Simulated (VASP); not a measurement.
# PbS (Cmc2_1) in VASP: single point with PBEsol

Aim: the single point of PbS with PBEsol.

Everything below comes from runs of VASP 6.6.1. Logs are shortened: lines on timing, memory, paths and dates and some standing lists are left out, and cuts for length are marked.

## (1) The cell of the first run

It takes space group Cmc2_1 (No. 36, orthorhombic). Conventional cell: a = 4.114 Å, b = 7.132 Å, c = 7.560 Å, α = 90.00°, β = 90.00°, γ = 90.00°. Pb (site symmetry m) has 6 S at 2.84 to 3.26 Å and 2 Pb at 3.78 Å within 3.8 Å. Within 3.7 Å of S (site symmetry m) lie 6 Pb at 2.84 to 3.26 Å.

## (2) Single point, PBEsol

Contents of INCAR:

```
SYSTEM = PbS
PREC     = Accurate       ! precision mode
ENCUT    = 520            ! plane-wave cutoff, eV
EDIFF    = 1E-6           ! SCF threshold, eV
ISMEAR   = 0              ! smearing method
SIGMA    = 0.01           ! smearing width, eV
LREAL    = .FALSE.        ! projectors in reciprocal space
LASPH    = .TRUE.         ! aspherical terms in the spheres
NELM     = 100            ! most SCF steps
ALGO     = Normal         ! electronic algorithm
ISIF     = 2              ! what is computed and relaxed
LWAVE    = .FALSE.        ! write WAVECAR
LCHARG   = .FALSE.        ! write CHGCAR
GGA      = PS             ! functional
NBANDS   = 28             ! bands
```

Contents of KPOINTS:

```
regular mesh
0
G
  6 6 4
  0 0 0
```

Contents of POSCAR:

```
PbS
1.0
    2.0569418400     -3.5658292700      0.0000000000
    2.0569418400      3.5658292700      0.0000000000
    0.0000000000      0.0000000000      7.5599447400
Pb S
2 2
Direct
    0.0010316600      0.9989683400      0.4867318100
    0.9989683400      0.0010316600      0.9867318100
    0.6671454800      0.3328545200      0.6924681900
    0.3328545200      0.6671454800      0.1924681900
```

Potentials or basis: VASP PAW PBE potentials, release 64 (Pb_d, S).

On the command line:

```console
cat potpaw_PBE.64/Pb_d/POTCAR potpaw_PBE.64/S/POTCAR > POTCAR
mpirun -np 1 vasp_std > vasp.out
```

OUTCAR:

```text
SYSTEM = PbS
   PREC = Accurate
   ENCUT = 520
   EDIFF = 1E-6
   ISMEAR = 0
   LREAL = .FALSE.
   LASPH = .TRUE.
   NELM = 100
   ISIF = 2
   GGA = PS

 ion  position               nearest neighbor table
   1  0.001  0.999  0.487-   3 2.84   3 2.84   3 2.84   4 3.25   4 3.26   4 3.26   2 3.78   2 3.78

   2  0.999  0.001  0.987-   4 2.84   4 2.84   4 2.84   3 3.25   3 3.26   3 3.26   1 3.78   1 3.78

   3  0.667  0.333  0.692-   1 2.84   1 2.84   1 2.84   2 3.25   2 3.26   2 3.26
   4  0.333  0.667  0.192-   2 2.84   2 2.84   2 2.84   1 3.25   1 3.26   1 3.26

  LATTYP: Found a base centered orthorhombic cell.
 ALAT       =     4.1138836800
 B/A-ratio  =     1.7335586260
 C/A-ratio  =     1.8376661394

  Lattice vectors:

 A1 = (   2.0569418400,  -3.5658292700,   0.0000000000)
 A2 = (   2.0569418400,   3.5658292700,   0.0000000000)
 A3 = (   0.0000000000,   0.0000000000,   7.5599447400)

Analysis of symmetry for initial positions (statically):
=====================================================================
 Subroutine PRICEL returns:
 Original cell was already a primitive cell.

 Routine SETGRP: Setting up the symmetry group for a
 base centered orthorhombic supercell.

 Subroutine GETGRP returns: Found  4 space group operations
 (whereof  2 operations were pure point group operations)
 out of a pool of  8 trial point group operations.

The static configuration has the point symmetry C_1h.
 The point group associated with its full space group is C_2v.

Analysis of symmetry for dynamics (positions and initial velocities):
=====================================================================
 Subroutine PRICEL returns:
 Original cell was already a primitive cell.

 Routine SETGRP: Setting up the symmetry group for a
 base centered orthorhombic supercell.

 Subroutine GETGRP returns: Found  4 space group operations
 (whereof  2 operations were pure point group operations)
 out of a pool of  8 trial point group operations.

The dynamic configuration has the point symmetry C_1h.
 The point group associated with its full space group is C_2v.

 Subroutine INISYM returns: Found  4 space group operations
 (whereof  2 operations are pure point group operations),
 and found     1 'primitive' translations

----------------------------------------------------------------------------------------

                                     Primitive cell

  volume of cell :     110.8999

  direct lattice vectors                    reciprocal lattice vectors
     2.056941840 -3.565829270  0.000000000     0.243079308 -0.140219837  0.000000000
     2.056941840  3.565829270  0.000000000     0.243079308  0.140219837  0.000000000
     0.000000000  0.000000000  7.559944740     0.000000000  0.000000000  0.132276099

  length of vectors
     4.116569945  4.116569945  7.559944740     0.280622795  0.280622795  0.132276099

  position of ions in fractional coordinates (direct lattice)
     0.001031660  0.998968340  0.486731810
     0.998968340  0.001031660  0.986731810
     0.667145480  0.332854520  0.692468190
     0.332854520  0.667145480  0.192468190

  ion indices of the primitive-cell ions
   primitive index   ion index
                 1           1
                 2           2
                 3           3
                 4           4

----------------------------------------------------------------------------------------

 KPOINTS: regular mesh

Automatic generation of k-mesh.
 Grid dimensions read from file:
 generate k-points for:    6    6    4

 Generating k-lattice:

  Cartesian coordinates                     Fractional coordinates (reciprocal lattice)
     0.040513218 -0.023369973  0.000000000     0.166666667  0.000000000  0.000000000
     0.040513218  0.023369973  0.000000000     0.000000000  0.166666667  0.000000000
     0.000000000  0.000000000  0.033069025     0.000000000  0.000000000  0.250000000

  Length of vectors
     0.046770466  0.046770466  0.033069025

  Shift w.r.t. Gamma in fractional coordinates (k-lattice)
     0.000000000  0.000000000  0.000000000

 Subroutine IBZKPT returns following result:
 ===========================================

 Found     39 irreducible k-points:

 Following reciprocal coordinates:
            Coordinates               Weight
  0.000000  0.000000  0.000000      1.000000
  0.166667  0.000000  0.000000      4.000000
  0.333333  0.000000  0.000000      4.000000
  0.500000  0.000000  0.000000      2.000000
  0.166667  0.166667  0.000000      2.000000
  0.333333  0.166667  0.000000      4.000000
[... 16 lines left out ...]
  0.333333  0.333333  0.250000      4.000000
  0.500000  0.333333  0.250000      8.000000
 [... further k-points ...]
   k-points           NKPTS =     39   k-points in BZ     NKDIM =     39   number of bands    NBANDS=     28
   number of dos      NEDOS =    301   number of ions     NIONS =      4
   total plane-waves  NPLWV =  57344
   dimension x,y,z NGX =    32 NGY =   32 NGZ =   56
   dimension x,y,z NGXF=    64 NGYF=   64 NGZF=  112
   ions per type =               2   2
   NGX,Y,Z   is equivalent  to a cutoff of  12.92, 12.92, 12.31 a.u.
   NGXF,Y,Z  is equivalent  to a cutoff of  25.85, 25.85, 24.63 a.u.
 SYSTEM =  PbS
   PREC   = accura    normal or accurate (medium, high low for compatibility)
   ISTART =      0    job   : 0-new  1-cont  2-samecut
   ICHARG =      2    charge: 1-file 2-atom 10-const
   ISPIN  =      1    spin polarized calculation?
   LNONCOLLINEAR =      F non collinear calculations
   LSORBIT =      F    spin-orbit coupling
   LASPH  =      T    aspherical Exc in radial PAW
   ENCUT  =  520.0 eV  38.22 Ry    6.18 a.u.   7.65  7.65 14.06*2*pi/ulx,y,z
   NELM   =    100;   NELMIN=  2; NELMDL= -5     # of ELM steps
   EDIFF  = 0.1E-05   stopping-criterion for ELM
   LREAL  =      F    real-space projection
[... 7 lines left out ...]
   TEBEG  =    0.0;   TEEND  =   0.0 temperature during run
   PSTRESS=    0.0 pullay stress
   NELECT =      40.0000    total number of electrons
   NUPDOWN=      -1.0000    fix difference up-down
   EMIN   =  10.00;   EMAX   =-10.00  energy-range for DOS
   EFERMI =   0.00;   METHOD = LEGACY
   ISMEAR =     0;   SIGMA  =   0.01  broadening in eV -4-tet -1-fermi 0-gaus
   EFERMI_NEDOS =   21; number of points for ismear=-14 and -15
   IALGO  =     38    algorithm
   IMIX   =      4    mixing-type and parameters
     AMIX     =   0.40;   BMIX     =  1.00
     AMIX_MAG =   1.60;   BMIX_MAG =  1.00
  volume/ion in A,a.u.               =      27.72       187.10
  Fermi-wavevector in a.u.,A,eV,Ry     =   1.165336  2.202165 18.476815  1.358008
  Thomas-Fermi vector in A             =   2.301863
   LORBIT       =      0    0 simple, 1 ext, 2 COOP (PROOUT), +10 PAW based schemes
   GGA     = PS    functional components
   LHFCALC =     F    Hartree Fock is set to
   AEXX    =    0.0000 exact exchange contribution
   IVDW    =     0    specifies the selected vdW correction
   LEPSILON=     F    determine dielectric tensor
   LRPA    =     F    only Hartree local field effects (RPA)
 non-spin polarized calculation
 Gauss-broadening in eV      SIGMA  =   0.01
  energy-cutoff  :      520.00
  volume of cell :      110.90
 maximum number of plane-waves:      3040
 NGX is ok and might be reduce to    32
   NGX = 15   NGY = 15   NGZ = 29

 number of electron      39.9999996 magnetization

 Free energy of the ion-electron system (eV)
  ---------------------------------------------------
  ext. energy  EPLUGINS =         0.00000000
  ---------------------------------------------------
  free energy    TOTEN  =       -18.62454794 eV

  energy without entropy =      -18.62454794  energy(sigma->0) =      -18.62454794

 E-fermi :   5.0665     XC(G=0):  -9.5637

 val. band max:        4.9809089835   @ k =   0.3333   0.3333   0.0000
 cond. band min:       5.3784554066   @ k =   0.5000   0.5000   0.0000
 fundamental gap:      0.3975464231
 Fermi energy:         5.0665473919

 k-point     1 :       0.0000    0.0000    0.0000
  band No.  band energies     occupation
      1     -11.7987      2.00000
      2     -11.7557      2.00000
      3     -11.7553      2.00000
      4     -11.7417      2.00000
      5     -11.7415      2.00000
      6     -11.7166      2.00000
[... 20 lines left out ...]
     27      11.9410      0.00000
     28      12.7048      0.00000

 k-point     2 :       0.1667    0.0000    0.0000
  band No.  band energies     occupation
      1     -11.7927      2.00000
      2     -11.7778      2.00000
      3     -11.7488      2.00000
      4     -11.7441      2.00000
      5     -11.7272      2.00000
      6     -11.7266      2.00000
[... 20 lines left out ...]
     27      11.1243      0.00000
     28      11.8889      0.00000

 k-point     3 :       0.3333    0.0000    0.0000
  band No.  band energies     occupation
      1     -11.8344      2.00000
      2     -11.7782      2.00000
      3     -11.7673      2.00000
      4     -11.7371      2.00000
      5     -11.7335      2.00000
      6     -11.6996      2.00000
[... 20 lines left out ...]
     27      11.1281      0.00000
     28      12.8468      0.00000

 k-point     4 :       0.5000    0.0000    0.0000
  band No.  band energies     occupation
      1     -11.8609      2.00000
      2     -11.7781      2.00000
      3     -11.7752      2.00000
      4     -11.7384      2.00000
      5     -11.7328      2.00000
      6     -11.7060      2.00000
[... 20 lines left out ...]
     27      11.2704      0.00000
     28      12.4141      0.00000

 k-point     5 :       0.1667    0.1667    0.0000
  band No.  band energies     occupation
      1     -11.8117      2.00000
      2     -11.7826      2.00000
      3     -11.7597      2.00000
      4     -11.7377      2.00000
      5     -11.7327      2.00000
      6     -11.7132      2.00000
[... 20 lines left out ...]
     27      10.5343      0.00000
     28      12.3969      0.00000

 k-point     6 :       0.3333    0.1667    0.0000
  band No.  band energies     occupation
      1     -11.8411      2.00000
      2     -11.7786      2.00000
      3     -11.7697      2.00000
      4     -11.7409      2.00000
      5     -11.7307      2.00000
      6     -11.7015      2.00000
[... 463 lines left out ...]
      5     -11.7289      2.00000
      6     -11.7162      2.00000
[... 20 lines left out ...]
     27      10.7873      0.00000
     28      12.4693      0.00000

 k-point    22 :      -0.1667    0.1667    0.2500
  band No.  band energies     occupation
      1     -11.7786      2.00000
      2     -11.7686      2.00000
      3     -11.7517      2.00000
      4     -11.7402      2.00000
      5     -11.7287      2.00000
      6     -11.7219      2.00000
[... 20 lines left out ...]
     27      11.3758      0.00000
     28      12.6271      0.00000

 k-point    23 :       0.3333    0.3333    0.2500
  band No.  band energies     occupation
      1     -11.8058      2.00000
      2     -11.8058      2.00000
      3     -11.7450      2.00000
      4     -11.7274      2.00000
      5     -11.7273      2.00000
      6     -11.7080      2.00000
[... 20 lines left out ...]
     27      12.3573      0.00000
     28      12.3638      0.00000

 k-point    24 :       0.5000    0.3333    0.2500
  band No.  band energies     occupation
      1     -11.8292      2.00000
      2     -11.7824      2.00000
      3     -11.7530      2.00000
      4     -11.7364      2.00000
      5     -11.7259      2.00000
      6     -11.7087      2.00000
[... 20 lines left out ...]
     27      11.3722      0.00000
     28      12.6006      0.00000

 [... further k-points ...]

------------------------ aborting loop because EDIFF is reached ----------------------------------------

  FORCE on cell =-STRESS in cart. coord.  units (eV):
  Direction    XX          YY          ZZ          XY          YZ          ZX
  --------------------------------------------------------------------------------------
  -------------------------------------------------------------------------------------
  Total       -1.1942676     -1.2162242     -1.3750060      0.0000000      0.0000000      0.0000000
  in kB      -17.2536534    -17.5708610    -19.8647909      0.0000000      0.0000000      0.0000000
  external PRESSURE =     -18.2297684 kB  Pullay stress =       0.0000000 kB

 VOLUME and BASIS-vectors are now :
 -----------------------------------------------------------------------------
  energy-cutoff  :      520.00
  volume of cell :      110.90
      direct lattice vectors                 reciprocal lattice vectors
     2.056941840 -3.565829270  0.000000000     0.243079308 -0.140219837  0.000000000
     2.056941840  3.565829270  0.000000000     0.243079308  0.140219837  0.000000000
     0.000000000  0.000000000  7.559944740     0.000000000  0.000000000  0.132276099

 POSITION                                       TOTAL-FORCE (eV/Angst)
 -----------------------------------------------------------------------------------
      2.05694      3.55847      3.67967         0.000000      0.005767      0.000989
      2.05694     -3.55847      7.45964         0.000000     -0.005767      0.000989
      2.05694     -1.19202      5.23502         0.000000     -0.003438     -0.000989
      2.05694      1.19202      1.45505         0.000000      0.003438     -0.000989
 -----------------------------------------------------------------------------------
    total drift:                               -0.000000     -0.000000     -0.001935

  FREE ENERGIE OF THE ION-ELECTRON SYSTEM (eV)
  ---------------------------------------------------
  free  energy   TOTEN  =       -18.6245479363 eV

  energy  without entropy=      -18.6245479363  energy(sigma->0) =      -18.62454794
```

Wall time 1.8 min (1 thread of Intel Xeon Platinum 8175M at 2.50GHz (Skylake/Cascade Lake), shared host); peak memory 0.27 GiB.

What came out:

| Quantity | Value |
| --- | --- |
| Free energy | -18.6245 eV |
| Pressure | -1.8 GPa |
| Largest force | 0.006 eV/Å |
| Band gap on the k mesh | 0.40 eV (least direct gap 1.15 eV) |

Forces on the atoms (eV/Å):
```
Pb   0.000  0.006  0.001
Pb   0.000 -0.006  0.001
S    0.000 -0.003 -0.001
S    0.000  0.003 -0.001
```

Levels at points of the mesh, in eV from the valence-band top:
```
           k point  band 17  band 18  band 19  band 20  band 21  band 22  band 23  band 24
(0.00, 0.00, 0.00)    -1.82    -1.48    -1.47    -0.19     0.96     3.44     3.44     3.78
(0.50, 0.00, 0.00)    -2.92    -1.81    -1.49    -0.89     0.40     2.41     2.75     3.87
(0.50, 0.50, 0.00)    -2.91    -1.81    -1.49    -0.88     0.40     2.43     2.76     3.87
(0.00, 0.00, 0.50)    -1.65    -1.65    -1.38    -1.38     2.55     2.55     3.51     3.51
(0.50, 0.00, 0.50)    -2.45    -2.45    -2.39    -2.39     2.33     2.33     3.25     3.25
(0.50, 0.50, 0.50)    -2.45    -2.45    -2.38    -2.38     2.32     2.32     3.25     3.25
```

Caveat: the PAW data sets were made with another functional, which shifts forces and pressure a little; spin-orbit coupling is left out, which moves the levels of the heavy elements.
